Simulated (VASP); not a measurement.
# Ge (Fd-3m) in VASP: further runs

Ge is run at these levels: PBE-based global hybrid with 50 % exact exchange, PBE-based screened hybrid with 35 % exact exchange, PBE-based screened hybrid with 40 % exact exchange; tasks: single point.

All numbers are computed with VASP 6.6.1; they aren't measurements. Logs are shortened: lines on timing, memory, paths and dates and some standing lists are left out, and cuts for length are marked.

### Step 1. The cell of the first run

Symmetry: Fd-3m, No. 227, cubic system. The conventional cell has a = 5.674 Å, b = 5.674 Å, c = 5.674 Å, α = 90.00°, β = 90.00°, γ = 90.00°. Ge (site symmetry -43m) has 4 Ge at 2.46 Å within 3.2 Å.

### Step 2. Single point, PBE-based global hybrid with 50 % exact exchange

POSCAR reads:

```
Ge
1.0
    0.0000000000      2.8368735121      2.8368735121
    2.8368735121      0.0000000000      2.8368735121
    2.8368735121      2.8368735121      0.0000000000
Ge
2
Direct
    0.0000000000      0.0000000000      0.0000000000
    0.2500000000      0.2500000000      0.2500000000
```

INCAR.step1 reads:

```
SYSTEM = Ge
PREC     = Accurate       ! precision mode
ENCUT    = 520            ! plane-wave cutoff, eV
EDIFF    = 1E-5           ! SCF threshold, eV
ISMEAR   = -1             ! smearing method
SIGMA    = 0.02           ! smearing width, eV
LREAL    = .FALSE.        ! projectors in reciprocal space
LASPH    = .TRUE.         ! aspherical terms in the spheres
NELM     = 80             ! most SCF steps
ALGO     = Normal         ! electronic algorithm
ISIF     = 2              ! what is computed and relaxed
LWAVE    = .TRUE.         ! write WAVECAR
LCHARG   = .FALSE.        ! write CHGCAR
GGA      = PE             ! functional
NBANDS   = 21             ! bands
```

INCAR.step2 reads:

```
SYSTEM = Ge
PREC     = Accurate       ! precision mode
ENCUT    = 520            ! plane-wave cutoff, eV
EDIFF    = 1E-6           ! SCF threshold, eV
ISMEAR   = -1             ! smearing method
SIGMA    = 0.02           ! smearing width, eV
LREAL    = .FALSE.        ! projectors in reciprocal space
LASPH    = .TRUE.         ! aspherical terms in the spheres
NELM     = 80             ! most SCF steps
ALGO     = Normal         ! electronic algorithm
ISIF     = 2              ! what is computed and relaxed
LWAVE    = .FALSE.        ! write WAVECAR
LCHARG   = .FALSE.        ! write CHGCAR
GGA      = PE             ! functional
LHFCALC  = .TRUE.         ! exact exchange
AEXX     = 0.5            ! exact-exchange fraction
PRECFOCK = Normal       
ISTART   = 1            
NBANDS   = 21             ! bands
```

KPOINTS reads:

```
regular mesh
0
G
  4 4 4
  0 0 0
```

Potentials or basis: VASP PAW PBE potentials, release 64 (Ge_d).

Launch:

```bash
$ cat potpaw_PBE.64/Ge_d/POTCAR > POTCAR
$ cp INCAR.step1 INCAR
$ mpirun -np 1 vasp_std > vasp.out
$ cp INCAR.step2 INCAR
$ mpirun -np 1 vasp_std > vasp.out
```

OUTCAR:

```text
SYSTEM = Ge
   PREC = Accurate
   ENCUT = 520
   EDIFF = 1E-6
   ISMEAR = -1
   LREAL = .FALSE.
   LASPH = .TRUE.
   NELM = 80
   ISIF = 2
   GGA = PE
   LHFCALC = .TRUE.
   AEXX = 0.5
   PRECFOCK = Normal
   ISTART = 1

 ion  position               nearest neighbor table
   1  0.000  0.000  0.000-   2 2.46   2 2.46   2 2.46   2 2.46
   2  0.250  0.250  0.250-   1 2.46   1 2.46   1 2.46   1 2.46

  LATTYP: Found a face centered cubic cell.
 ALAT       =     5.6737470242

  Lattice vectors:

 A1 = (   0.0000000000,   2.8368735121,   2.8368735121)
 A2 = (   2.8368735121,   0.0000000000,   2.8368735121)
 A3 = (   2.8368735121,   2.8368735121,   0.0000000000)

Analysis of symmetry for initial positions (statically):
=====================================================================
 Subroutine PRICEL returns:
 Original cell was already a primitive cell.

 Routine SETGRP: Setting up the symmetry group for a
 face centered cubic supercell.

 Subroutine GETGRP returns: Found 48 space group operations
 (whereof 24 operations were pure point group operations)
 out of a pool of 48 trial point group operations.

The static configuration has the point symmetry T_d .
 The point group associated with its full space group is O_h .

Analysis of symmetry for dynamics (positions and initial velocities):
=====================================================================
 Subroutine PRICEL returns:
 Original cell was already a primitive cell.

 Routine SETGRP: Setting up the symmetry group for a
 face centered cubic supercell.

 Subroutine GETGRP returns: Found 48 space group operations
 (whereof 24 operations were pure point group operations)
 out of a pool of 48 trial point group operations.

The dynamic configuration has the point symmetry T_d .
 The point group associated with its full space group is O_h .

 Subroutine INISYM returns: Found 48 space group operations
 (whereof 24 operations are pure point group operations),
 and found     1 'primitive' translations

----------------------------------------------------------------------------------------

                                     Primitive cell

  volume of cell :      45.6615

  direct lattice vectors                    reciprocal lattice vectors
     0.000000000  2.836873512  2.836873512    -0.176250368  0.176250368  0.176250368
     2.836873512  0.000000000  2.836873512     0.176250368 -0.176250368  0.176250368
     2.836873512  2.836873512  0.000000000     0.176250368  0.176250368 -0.176250368

  length of vectors
     4.011944996  4.011944996  4.011944996     0.305274592  0.305274592  0.305274592

  position of ions in fractional coordinates (direct lattice)
     0.000000000  0.000000000  0.000000000
     0.250000000  0.250000000  0.250000000

  ion indices of the primitive-cell ions
   primitive index   ion index
                 1           1
                 2           2

----------------------------------------------------------------------------------------

 KPOINTS: regular mesh

Automatic generation of k-mesh.
 Grid dimensions read from file:
 generate k-points for:    4    4    4

 Generating k-lattice:

  Cartesian coordinates                     Fractional coordinates (reciprocal lattice)
    -0.044062592  0.044062592  0.044062592     0.250000000  0.000000000  0.000000000
     0.044062592 -0.044062592  0.044062592     0.000000000  0.250000000  0.000000000
     0.044062592  0.044062592 -0.044062592     0.000000000  0.000000000  0.250000000

  Length of vectors
     0.076318648  0.076318648  0.076318648

  Shift w.r.t. Gamma in fractional coordinates (k-lattice)
     0.000000000  0.000000000  0.000000000

 Subroutine IBZKPT returns following result:
 ===========================================

 Found      8 irreducible k-points:

 Following reciprocal coordinates:
            Coordinates               Weight
  0.000000  0.000000  0.000000      1.000000
  0.250000  0.000000  0.000000      8.000000
  0.500000  0.000000  0.000000      4.000000
  0.250000  0.250000  0.000000      6.000000
  0.500000  0.250000  0.000000     24.000000
 -0.250000  0.250000  0.000000     12.000000
  0.500000  0.500000  0.000000      3.000000
 -0.250000  0.500000  0.250000      6.000000
   k-points           NKPTS =      8   k-points in BZ     NKDIM =     64   number of bands    NBANDS=     21
   number of dos      NEDOS =    301   number of ions     NIONS =      2
   total plane-waves  NPLWV =  27000
   dimension x,y,z NGX =    30 NGY =   30 NGZ =   30
   dimension x,y,z NGXF=    60 NGYF=   60 NGZF=   60
   ions per type =               2
   NGX,Y,Z   is equivalent  to a cutoff of  12.43, 12.43, 12.43 a.u.
   NGXF,Y,Z  is equivalent  to a cutoff of  24.86, 24.86, 24.86 a.u.
 SYSTEM =  Ge
   PREC   = accura    normal or accurate (medium, high low for compatibility)
   ISTART =      1    job   : 0-new  1-cont  2-samecut
   ICHARG =      0    charge: 1-file 2-atom 10-const
   ISPIN  =      1    spin polarized calculation?
   LNONCOLLINEAR =      F non collinear calculations
   LSORBIT =      F    spin-orbit coupling
   LASPH  =      T    aspherical Exc in radial PAW
   ENCUT  =  520.0 eV  38.22 Ry    6.18 a.u.   7.46  7.46  7.46*2*pi/ulx,y,z
   NELM   =     80;   NELMIN=  2; NELMDL=  0     # of ELM steps
   EDIFF  = 0.1E-05   stopping-criterion for ELM
   LREAL  =      F    real-space projection
   EDIFFG = 0.1E-04   stopping-criterion for IOM
   NSW    =      0    number of steps for IOM
   IBRION =     -1    ionic relax: 0-MD 1-quasi-New 2-CG
   NFREE  =      0    steps in history (QN), initial steepest desc. (CG)
   ISIF   =      2    stress and relaxation
   ISYM   =      3    0-nonsym 1-usesym 2-fastsym
   POTIM  = 0.5000    time-step for ionic-motion
   TEBEG  =    0.0;   TEEND  =   0.0 temperature during run
   PSTRESS=    0.0 pullay stress
   NELECT =      28.0000    total number of electrons
   NUPDOWN=      -1.0000    fix difference up-down
   EMIN   =  10.00;   EMAX   =-10.00  energy-range for DOS
   EFERMI =   0.00;   METHOD = LEGACY
   ISMEAR =    -1;   SIGMA  =   0.02  broadening in eV -4-tet -1-fermi 0-gaus
   EFERMI_NEDOS =   21; number of points for ismear=-14 and -15
   IALGO  =     38    algorithm
   IMIX   =      1    mixing-type and parameters
     AMIX     =   0.40;   BMIX     =  1.00
     AMIX_MAG =   1.60;   BMIX_MAG =  1.00
  volume/ion in A,a.u.               =      22.83       154.07
  Fermi-wavevector in a.u.,A,eV,Ry     =   1.390841  2.628309 26.319643  1.934439
  Thomas-Fermi vector in A             =   2.514738
   LORBIT       =      0    0 simple, 1 ext, 2 COOP (PROOUT), +10 PAW based schemes
   GGA     = PE    functional components
   LHFCALC =     T    Hartree Fock is set to
   PRECFOCK=normal    Normal, Fast or Accurate (Low or Medium for compatibility)
   ENCUT4O =  -1.0   cutoff for four orbital integrals eV
   NKREDX  =     1    reduce k-point grid by
   NKREDY  =     1    reduce k-point grid by
   NKREDZ  =     1    reduce k-point grid by
   AEXX    =    0.5000 exact exchange contribution
   HFSCREEN=    0.0000 screening length (either q_TF or 0.3 A-1)
   HFSCREENC=   0.0000 screening length for correlation (either q_TF or 0.3 A-1)
   ENCUTFOCK=  -1.0 apply spherical cutoff to Coloumb kernel
   IVDW    =     0    specifies the selected vdW correction
   LEPSILON=     F    determine dielectric tensor
   LRPA    =     F    only Hartree local field effects (RPA)
 non-spin polarized calculation
  energy-cutoff  :      520.00
  volume of cell :       45.66
 maximum number of plane-waves:      1243
 NGX is ok and might be reduce to    30
  NGX = 24; NGY = 24; NGZ = 24

 number of electron      28.0000015 magnetization

 Free energy of the ion-electron system (eV)
  ---------------------------------------------------
  ext. energy  EPLUGINS =         0.00000000
  ---------------------------------------------------
  free energy    TOTEN  =       -14.44816754 eV

  energy without entropy =      -14.44816754  energy(sigma->0) =      -14.44816754

 E-fermi :   3.8927     XC(G=0):  -5.7298

 val. band max:        3.4518311607   @ k =   0.0000   0.0000   0.0000
 cond. band min:       6.5187261056   @ k =   0.5000   0.0000   0.0000
 fundamental gap:      3.0668949450
 Fermi energy:         3.8927147899

 k-point     1 :       0.0000    0.0000    0.0000
  band No.  band energies     occupation
      1     -27.6255      2.00000
      2     -27.6255      2.00000
      3     -27.6255      2.00000
      4     -27.5884      2.00000
      5     -27.5884      2.00000
      6     -27.3875      2.00000
[... 13 lines left out ...]
     20      16.2885      0.00000
     21      16.2885      0.00000

 k-point     2 :       0.2500    0.0000    0.0000
  band No.  band energies     occupation
      1     -27.6441      2.00000
      2     -27.6441      2.00000
      3     -27.6179      2.00000
      4     -27.5601      2.00000
      5     -27.5601      2.00000
      6     -27.4073      2.00000
[... 13 lines left out ...]
     20      15.0093      0.00000
     21      15.0093      0.00000

 k-point     3 :       0.5000    0.0000    0.0000
  band No.  band energies     occupation
      1     -27.6510      2.00000
      2     -27.6510      2.00000
      3     -27.6100      2.00000
      4     -27.5470      2.00000
      5     -27.5470      2.00000
      6     -27.4133      2.00000
[... 13 lines left out ...]
     20      18.4134      0.00000
     21      18.6718      0.00000

 k-point     4 :       0.2500    0.2500    0.0000
  band No.  band energies     occupation
      1     -27.6448      2.00000
      2     -27.6448      2.00000
      3     -27.6314      2.00000
      4     -27.5548      2.00000
      5     -27.5197      2.00000
      6     -27.4693      2.00000
[... 13 lines left out ...]
     20      17.1092      0.00000
     21      17.4755      0.00000

 k-point     5 :       0.5000    0.2500    0.0000
  band No.  band energies     occupation
      1     -27.6718      2.00000
      2     -27.6574      2.00000
      3     -27.5891      2.00000
      4     -27.5205      2.00000
      5     -27.5021      2.00000
      6     -27.4845      2.00000
[... 13 lines left out ...]
     20      18.5108      0.00000
     21      18.9632      0.00000

 k-point     6 :      -0.2500    0.2500    0.0000
  band No.  band energies     occupation
      1     -27.6671      2.00000
      2     -27.6594      2.00000
      3     -27.5836      2.00000
      4     -27.5446      2.00000
      5     -27.5172      2.00000
      6     -27.4479      2.00000
[... 13 lines left out ...]
     20      16.5870      0.00000
     21      19.0998      0.00000

 k-point     7 :       0.5000    0.5000    0.0000
  band No.  band energies     occupation
      1     -27.6611      2.00000
      2     -27.6611      2.00000
      3     -27.5745      2.00000
      4     -27.5745      2.00000
      5     -27.4752      2.00000
      6     -27.4752      2.00000
[... 13 lines left out ...]
     20      19.0750      0.00000
     21      19.8696      0.00000

 k-point     8 :      -0.2500    0.5000    0.2500
  band No.  band energies     occupation
      1     -27.6741      2.00000
      2     -27.6741      2.00000
      3     -27.5338      2.00000
      4     -27.5338      2.00000
      5     -27.4830      2.00000
      6     -27.4830      2.00000
[... 13 lines left out ...]
     20      18.4315      0.00000
     21      20.3074      0.00000

------------------------ aborting loop because EDIFF is reached ----------------------------------------

  FORCE on cell =-STRESS in cart. coord.  units (eV):
  Direction    XX          YY          ZZ          XY          YZ          ZX
  --------------------------------------------------------------------------------------
  -------------------------------------------------------------------------------------
  Total       -0.6431306     -0.6431306     -0.6431306      0.0000000     -0.0000000      0.0000000
  in kB      -22.5662733    -22.5662733    -22.5662733      0.0000000     -0.0000000      0.0000000
  external PRESSURE =     -22.5662733 kB  Pullay stress =       0.0000000 kB

 VOLUME and BASIS-vectors are now :
 -----------------------------------------------------------------------------
  energy-cutoff  :      520.00
  volume of cell :       45.66
      direct lattice vectors                 reciprocal lattice vectors
     0.000000000  2.836873512  2.836873512    -0.176250368  0.176250368  0.176250368
     2.836873512  0.000000000  2.836873512     0.176250368 -0.176250368  0.176250368
     2.836873512  2.836873512  0.000000000     0.176250368  0.176250368 -0.176250368

 POSITION                                       TOTAL-FORCE (eV/Angst)
 -----------------------------------------------------------------------------------
      0.00000      0.00000      0.00000         0.000000      0.000000      0.000000
      1.41844      1.41844      1.41844        -0.000000     -0.000000     -0.000000
 -----------------------------------------------------------------------------------
    total drift:                                0.000001      0.000000      0.000000

  FREE ENERGIE OF THE ION-ELECTRON SYSTEM (eV)
  ---------------------------------------------------
  free  energy   TOTEN  =       -14.4481675380 eV

  energy  without entropy=      -14.4481675380  energy(sigma->0) =      -14.44816754
```

It took 20 min on 1 thread of AMD EPYC 7R13 (Zen 3), shared host; peak memory 0.14 GiB.

What came out:

```yaml
Free_energy: -14.4482 eV
Pressure: -2.3 GPa
Band_gap_on_the_k_mesh: 3.07 eV (least direct gap 3.37 eV)
```

Caveat: the k points lie up to 0.48 Å⁻¹ apart; the PAW data sets were made with another functional, which shifts forces and pressure a little.

### Step 3. Single point, PBE-based screened hybrid with 35 % exact exchange

POSCAR is that of step 2.

INCAR.step1 reads:

```
  ALGO = Normal
  EDIFF = 1E-5
  ENCUT = 520
  GGA = PE
  ISIF = 2
  ISMEAR = -1
  LASPH = True
  LREAL = False
  LWAVE = True
  NBANDS = 21
  NELM = 60
  PREC = Accurate
  SIGMA = 0.02
```

INCAR.step2 reads:

```
  AEXX = 0.35
  ALGO = Normal
  EDIFF = 1E-6
  ENCUT = 520
  GGA = PE
  HFSCREEN = 0.5
  ISIF = 2
  ISMEAR = -1
  ISTART = 1
  LASPH = True
  LCHARG = True
  LELF = True
  LHFCALC = True
  LREAL = False
  LVHAR = True
  LWAVE = False
  NBANDS = 21
  NELM = 60
  PREC = Accurate
  PRECFOCK = Normal
  SIGMA = 0.02
```

KPOINTS reads:

```
k-points
0
Gamma
  4 4 4
```

Potentials or basis: VASP PAW PBE potentials, release 64 (Ge_d).

Launch:

```bash
$ cat potpaw_PBE.64/Ge_d/POTCAR > POTCAR
$ cp INCAR.step1 INCAR
$ mpirun -np 1 vasp_std > vasp.out
$ cp INCAR.step2 INCAR
$ mpirun -np 1 vasp_std > vasp.out
```

Wall time 16 min (1 thread of AMD EPYC 7R13 (Zen 3), shared host); peak memory 0.24 GiB.

Results (log left out):

```yaml
Free_energy: -9.9899 eV
Pressure: 1.1 GPa
Band_gap_on_the_k_mesh: 0.61 eV (least direct gap 0.66 eV)
```

Levels at points of the mesh, in eV from the valence-band top:
```
           k point  band 10  band 11  band 12  band 13  band 14  band 15  band 16  band 17  band 18  band 19
(0.00, 0.00, 0.00)   -28.35   -13.78     0.00     0.00     0.00     0.66     2.97     2.97     2.97     6.96
(0.50, 0.00, 0.00)   -28.33   -11.48    -8.04    -1.47    -1.47     0.61     4.18     4.18     7.64    11.27
(0.50, 0.50, 0.00)   -28.32    -9.48    -9.48    -3.23    -3.23     1.07     1.07    10.43    10.43    12.51
```

Caveat: the k points lie up to 0.48 Å⁻¹ apart; the PAW data sets were made with another functional, which shifts forces and pressure a little. A k mesh can miss the band edges.

[end of part 1 of 2]
